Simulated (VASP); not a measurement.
A run of VASP 6.6.1:

POSCAR

```
GaN
1.0
    0.0000000000      2.2712209436      2.2712209436
    2.2712209436      0.0000000000      2.2712209436
    2.2712209436      2.2712209436      0.0000000000
Ga N
1 1
Direct
    0.0000000000      0.0000000000      0.0000000000
    0.7500000000      0.7500000000      0.7500000000
```

INCAR.step1

```
SYSTEM = GaN
PREC = Accurate ; ENCUT = 520
ISMEAR = 0 ; SIGMA = 0.01
LREAL = .FALSE. ; LASPH = .TRUE.
NELM = 80 ; NBANDS = 16
GGA = PE ; ALGO = Normal
EDIFF = 1E-4 ; LWAVE = .TRUE.
LCHARG = .FALSE.
```

The input INCAR.step2:

```
SYSTEM = GaN
PREC = Accurate ; ENCUT = 520
EDIFF = 1E-6 ; ISMEAR = 0
SIGMA = 0.01 ; LREAL = .FALSE.
LASPH = .TRUE. ; NELM = 80
ALGO = Normal ; ISIF = 2
LWAVE = .FALSE. ; LCHARG = .FALSE.
METAGGA = R2SCAN ; LMIXTAU = .TRUE.
NBANDS = 16 ; ISTART = 1
```

The input KPOINTS:

```
Automatic mesh
0
G
  8 8 8
  0 0 0
```

Potentials or basis: VASP PAW PBE potentials, release 64 (Ga_d, N).

Run with:

```sh
$ cat potpaw_PBE.64/Ga_d/POTCAR potpaw_PBE.64/N/POTCAR > POTCAR
$ cp INCAR.step1 INCAR
$ mpirun -np 1 vasp_std > vasp.out
$ cp INCAR.step2 INCAR
$ mpirun -np 1 vasp_std > vasp.out
```

Hardware: 1 thread of Intel(R) Xeon(R) 6975P-C (Granite Rapids), on a shared host.

Task: Estimate the wall time of this run.

Result: Run time: 15 s on 1 thread of Intel(R) Xeon(R) 6975P-C (Granite Rapids) (shared host), peak memory 0.14 GiB. Counts: k points 29.
